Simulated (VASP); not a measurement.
# Al (C2/c) in VASP: notebook

The runs below take Al through single point, with PBEsol+D3(BJ).

Program: VASP 6.6.1. These are calculated values, not measurements. Logs are shortened: lines on timing, memory, paths and dates and some standing lists are left out, and cuts for length are marked.

## Step 1: The cell of the first run

Symmetry: C2/c, No. 15, monoclinic system. Conventional cell: a = 2.813 Å, b = 4.871 Å, c = 4.867 Å, α = 90.00°, β = 90.72°, γ = 90.00°. Within 3.7 Å of Al (site symmetry 2) lie 12 Al at 2.81 to 2.94 Å.

## Step 2: Single point, PBEsol+D3(BJ) (strain +0.0125 x Voigt [0, 0, 0, 0, 1, 0])

Contents of INCAR:

```
PREC     = Accurate       # precision mode
ENCUT    = 520            # plane-wave cutoff, eV
EDIFF    = 1E-6           # SCF threshold, eV
ISMEAR   = 0              # smearing method
SIGMA    = 0.15           # smearing width, eV
LREAL    = F              # projectors in reciprocal space
LASPH    = T              # aspherical terms in the spheres
NELM     = 60             # most SCF steps
ALGO     = Fast           # electronic algorithm
ISIF     = 2              # what is computed and relaxed
LWAVE    = F              # write WAVECAR
LCHARG   = F              # write CHGCAR
GGA      = PS             # functional
IVDW     = 12             # dispersion correction
NBANDS   = 10             # bands
```

Contents of KPOINTS:

```
Automatic mesh
0
Gamma
  18 18 10
```

Contents of POSCAR:

```
Al
1.0
    2.8124553515      0.0000000000      0.0175778459
   -1.4062276757      2.4356577814     -0.0087889230
    0.0304178125      0.0000000000      4.8668500000
Al
2
Direct
    0.6666666667      0.3333333333      0.7500000000
    0.3333333333      0.6666666667      0.2500000000
```

Potentials or basis: VASP PAW PBE potentials, release 64 (Al).

The run is started by

```bash
$ cat potpaw_PBE.64/Al/POTCAR > POTCAR
$ mpirun -np 1 vasp_std > vasp.out
```

OUTCAR:

```text
PREC = Accurate
   ENCUT = 520
   EDIFF = 1E-6
   ISMEAR = 0
   LREAL = F
   LASPH = T
   NELM = 60
   ISIF = 2
   GGA = PS
   IVDW = 12
 IVDW          = 12

 ion  position               nearest neighbor table
   1  0.667  0.333  0.750-   2 2.91   2 2.91   2 2.93   2 2.93   2 2.94   2 2.94
   2  0.333  0.667  0.250-   1 2.91   1 2.91   1 2.93   1 2.93   1 2.94   1 2.94

  LATTYP: Found a base centered monoclinic cell.
 ALAT       =     2.8125102817
 B/A-ratio  =     1.7320169794
 C/A-ratio  =     1.7304630267
 COS(beta)  =    -0.0124995117

  Lattice vectors:

 A1 = (  -1.4062276757,   2.4356577814,  -0.0087889230)
 A2 = (  -1.4062276758,  -2.4356577814,  -0.0087889229)
 A3 = (   0.0304178125,   0.0000000000,   4.8668500000)

Analysis of symmetry for initial positions (statically):
=====================================================================
 Subroutine PRICEL returns:
 Original cell was already a primitive cell.

 Routine SETGRP: Setting up the symmetry group for a
 base centered monoclinic supercell.

 Subroutine GETGRP returns: Found  4 space group operations
 (whereof  2 operations were pure point group operations)
 out of a pool of  4 trial point group operations.

The static configuration has the point symmetry S_2 .
 The point group associated with its full space group is C_2h.

Analysis of symmetry for dynamics (positions and initial velocities):
=====================================================================
 Subroutine PRICEL returns:
 Original cell was already a primitive cell.

 Routine SETGRP: Setting up the symmetry group for a
 base centered monoclinic supercell.

 Subroutine GETGRP returns: Found  4 space group operations
 (whereof  2 operations were pure point group operations)
 out of a pool of  4 trial point group operations.

The dynamic configuration has the point symmetry S_2 .
 The point group associated with its full space group is C_2h.

 Subroutine INISYM returns: Found  4 space group operations
 (whereof  2 operations are pure point group operations),
 and found     1 'primitive' translations

----------------------------------------------------------------------------------------

                                     Primitive cell

  volume of cell :      33.3375

  direct lattice vectors                    reciprocal lattice vectors
     2.812455352  0.000000000  0.017577846     0.355575090  0.205283355 -0.002222344
    -1.406227676  2.435657781 -0.008788923     0.000000000  0.410566709  0.000000000
     0.030417812  0.000000000  4.866850000    -0.001284248  0.000000000  0.205479738

  length of vectors
     2.812510282  2.812469084  4.866945055     0.410584752  0.410566709  0.205483751

  position of ions in fractional coordinates (direct lattice)
     0.666666667  0.333333333  0.750000000
     0.333333333  0.666666667  0.250000000

  ion indices of the primitive-cell ions
   primitive index   ion index
                 1           1
                 2           2

----------------------------------------------------------------------------------------

 KPOINTS: Automatic mesh

Automatic generation of k-mesh.
 Grid dimensions read from file:
 generate k-points for:   18   18   10

 Generating k-lattice:

  Cartesian coordinates                     Fractional coordinates (reciprocal lattice)
     0.019754172  0.011404631 -0.000123464     0.055555556  0.000000000  0.000000000
     0.000000000  0.022809262  0.000000000     0.000000000  0.055555556  0.000000000
    -0.000128425  0.000000000  0.020547974     0.000000000  0.000000000  0.100000000

  Length of vectors
     0.022810264  0.022809262  0.020548375

  Shift w.r.t. Gamma in fractional coordinates (k-lattice)
     0.000000000  0.000000000  0.000000000

 Subroutine IBZKPT returns following result:
 ===========================================

 Found    866 irreducible k-points:

 Following reciprocal coordinates:
            Coordinates               Weight
  0.000000  0.000000  0.000000      1.000000
  0.055556  0.000000  0.000000      4.000000
  0.111111  0.000000  0.000000      4.000000
  0.166667 -0.000000  0.000000      4.000000
  0.222222  0.000000  0.000000      4.000000
  0.277778  0.000000 -0.000000      4.000000
[... 16 lines left out ...]
 -0.333333  0.055556  0.000000      4.000000
 -0.277778  0.055556  0.000000      4.000000
 [... further k-points ...]
   k-points           NKPTS =    866   k-points in BZ     NKDIM =    866   number of bands    NBANDS=     10
   number of dos      NEDOS =    301   number of ions     NIONS =      2
   total plane-waves  NPLWV =  20736
   dimension x,y,z NGX =    24 NGY =   24 NGZ =   36
   dimension x,y,z NGXF=    48 NGYF=   48 NGZF=   72
   ions per type =               2
   NGX,Y,Z   is equivalent  to a cutoff of  14.19, 14.19, 12.30 a.u.
   NGXF,Y,Z  is equivalent  to a cutoff of  28.37, 28.37, 24.59 a.u.
 SYSTEM =  unknown system
   PREC   = accura    normal or accurate (medium, high low for compatibility)
   ISTART =      0    job   : 0-new  1-cont  2-samecut
   ICHARG =      2    charge: 1-file 2-atom 10-const
   ISPIN  =      1    spin polarized calculation?
   LNONCOLLINEAR =      F non collinear calculations
   LSORBIT =      F    spin-orbit coupling
   LASPH  =      T    aspherical Exc in radial PAW
   ENCUT  =  520.0 eV  38.22 Ry    6.18 a.u.   5.23  5.23  9.05*2*pi/ulx,y,z
   NELM   =     60;   NELMIN=  2; NELMDL= -5     # of ELM steps
   EDIFF  = 0.1E-05   stopping-criterion for ELM
   LREAL  =      F    real-space projection
   EDIFFG = 0.1E-04   stopping-criterion for IOM
   NSW    =      0    number of steps for IOM
   IBRION =     -1    ionic relax: 0-MD 1-quasi-New 2-CG
   NFREE  =      0    steps in history (QN), initial steepest desc. (CG)
   ISIF   =      2    stress and relaxation
   ISYM   =      2    0-nonsym 1-usesym 2-fastsym
   POTIM  = 0.5000    time-step for ionic-motion
   TEBEG  =    0.0;   TEEND  =   0.0 temperature during run
   PSTRESS=    0.0 pullay stress
   NELECT =       6.0000    total number of electrons
   NUPDOWN=      -1.0000    fix difference up-down
   EMIN   =  10.00;   EMAX   =-10.00  energy-range for DOS
   EFERMI =   0.00;   METHOD = LEGACY
   ISMEAR =     0;   SIGMA  =   0.15  broadening in eV -4-tet -1-fermi 0-gaus
   EFERMI_NEDOS =   21; number of points for ismear=-14 and -15
   IALGO  =     68    algorithm
   IMIX   =      4    mixing-type and parameters
     AMIX     =   0.40;   BMIX     =  1.00
     AMIX_MAG =   1.60;   BMIX_MAG =  1.00
  volume/ion in A,a.u.               =      16.67       112.49
  Fermi-wavevector in a.u.,A,eV,Ry     =   0.924303  1.746679 11.623943  0.854336
  Thomas-Fermi vector in A             =   2.050034
   LORBIT       =      0    0 simple, 1 ext, 2 COOP (PROOUT), +10 PAW based schemes
   GGA     = PS    functional components
   LHFCALC =     F    Hartree Fock is set to
   AEXX    =    0.0000 exact exchange contribution
   IVDW    =    12    specifies the selected vdW correction
   LEPSILON=     F    determine dielectric tensor
   LRPA    =     F    only Hartree local field effects (RPA)
 non-spin polarized calculation
 RMM-DIIS sequential band-by-band and
 Gauss-broadening in eV      SIGMA  =   0.15
  energy-cutoff  :      520.00
  volume of cell :       33.34
 maximum number of plane-waves:       920
 NGX is ok and might be reduce to    24
   NGX = 11   NGY = 11   NGZ = 19

 number of electron       6.0000000 magnetization

 Free energy of the ion-electron system (eV)
  ---------------------------------------------------
  ext. energy  EPLUGINS =         0.00000000
  ---------------------------------------------------
  free energy    TOTEN  =        -8.11090741 eV

  energy without entropy =       -8.10179323  energy(sigma->0) =       -8.10635032

 E-fermi :   7.8219     XC(G=0): -10.2192

 val. band max:        7.8217175968   @ k =   0.2222  -0.1667   0.3000
 cond. band min:       7.8272622671   @ k =   0.1667   0.3889   0.2000
 fundamental gap:      0.0055446703
 Fermi energy:         7.8218901334

 k-point     1 :       0.0000    0.0000    0.0000
  band No.  band energies     occupation
      1      -3.2206      2.00000
      2       2.7838      2.00000
      3       3.0106      2.00000
      4      18.9783      0.00000
      5      19.2597      0.00000
      6      19.2610      0.00000
      7      19.4784      0.00000
      8      19.4796      0.00000
      9      20.2075      0.00000
     10      22.5515      0.00000

 k-point     2 :       0.0556    0.0000    0.0000
  band No.  band energies     occupation
      1      -3.1436      2.00000
      2       2.8584      2.00000
      3       3.0834      2.00000
      4      17.5134      0.00000
      5      18.2518      0.00000
      6      18.8738      0.00000
      7      20.0371      0.00000
      8      20.2526      0.00000
      9      20.6091      0.00000
     10      22.4729      0.00000

 k-point     3 :       0.1111    0.0000    0.0000
  band No.  band energies     occupation
      1      -2.9129      2.00000
      2       3.0814      2.00000
      3       3.3018      2.00000
      4      15.4110      0.00000
      5      17.2725      0.00000
      6      18.3288      0.00000
      7      19.6849      0.00000
      8      20.2916      0.00000
      9      21.2622      0.00000
     10      21.5552      0.00000
[... 248 lines left out ...]
 k-point    23 :      -0.3333    0.0556    0.0000
  band No.  band energies     occupation
      1      -0.8542      2.00000
      2       5.0114      2.00000
      3       5.2657      2.00000
      4       8.5688      0.00000
      5      13.2468      0.00000
      6      14.2574      0.00000
      7      14.5355      0.00000
      8      17.6896      0.00000
      9      18.8290      0.00000
     10      19.5391      0.00000

 k-point    24 :      -0.2778    0.0556    0.0000
  band No.  band energies     occupation
      1      -1.6130      2.00000
      2       4.3154      2.00000
      3       4.5429      2.00000
      4      10.3856      0.00000
      5      14.0079      0.00000
      6      15.8292      0.00000
      7      16.2369      0.00000
      8      18.1753      0.00000
      9      19.2778      0.00000
     10      20.1141      0.00000

 [... further k-points ...]

------------------------ aborting loop because EDIFF is reached ----------------------------------------

 Edisp (eV)   -0.62829

 E8    (eV) :    -0.4231

  FORCE on cell =-STRESS in cart. coord.  units (eV):
  Direction    XX          YY          ZZ          XY          YZ          ZX
  --------------------------------------------------------------------------------------
  -------------------------------------------------------------------------------------
  Total      -0.76025    -0.76839    -1.20930    -0.00000     0.00000    -0.02618
  in kB     -36.53718   -36.92829   -58.11835    -0.00000     0.00000    -1.25830
  external pressure =      -43.86 kB  Pullay stress =        0.00 kB

 VOLUME and BASIS-vectors are now :
 -----------------------------------------------------------------------------
  energy-cutoff  :      520.00
  volume of cell :       33.34
      direct lattice vectors                 reciprocal lattice vectors
     2.812455352  0.000000000  0.017577846     0.355575090  0.205283355 -0.002222344
    -1.406227676  2.435657781 -0.008788923     0.000000000  0.410566709  0.000000000
     0.030417812  0.000000000  4.866850000    -0.001284248  0.000000000  0.205479738

 POSITION                                       TOTAL-FORCE (eV/Angst)
 -----------------------------------------------------------------------------------
      1.42904      0.81189      3.65893        -0.000000     -0.001106      0.000000
      0.00760      1.62377      1.21671         0.000000      0.001106     -0.000000
 -----------------------------------------------------------------------------------
    total drift:                                0.000000     -0.000000     -0.000000

  FREE ENERGIE OF THE ION-ELECTRON SYSTEM (eV)
  ---------------------------------------------------
  free  energy   TOTEN  =        -8.7391992415 eV

  energy  without entropy=       -8.7300850575  energy(sigma->0) =       -8.73464215
```

Wall time 5.5 min (1 thread of Intel Xeon 8259CL, shared host); peak memory 0.35 GiB.

What came out:

```
Free energy                : -8.7392 eV
Pressure                   : -4.4 GPa
Band gap on the k mesh     : zero (band 3 reaches 11.46 eV, above the bottom of band 4 at 4.76 eV)
Dispersion energy per atom : -0.314 eV
```

Stress tensor (GPa, compression positive):
```
-3.65  0.00 -0.13
 0.00 -3.69  0.00
-0.13  0.00 -5.81
```

Caveat: the cell differs from its parent crystal (strain +0.0125 x Voigt [0, 0, 0, 0, 1, 0]); the PAW data sets were made with another functional, which shifts forces and pressure a little; pairwise dispersion overbinds metals, which lowers pressure and volume.

(Part 1 of 2 ends here.)
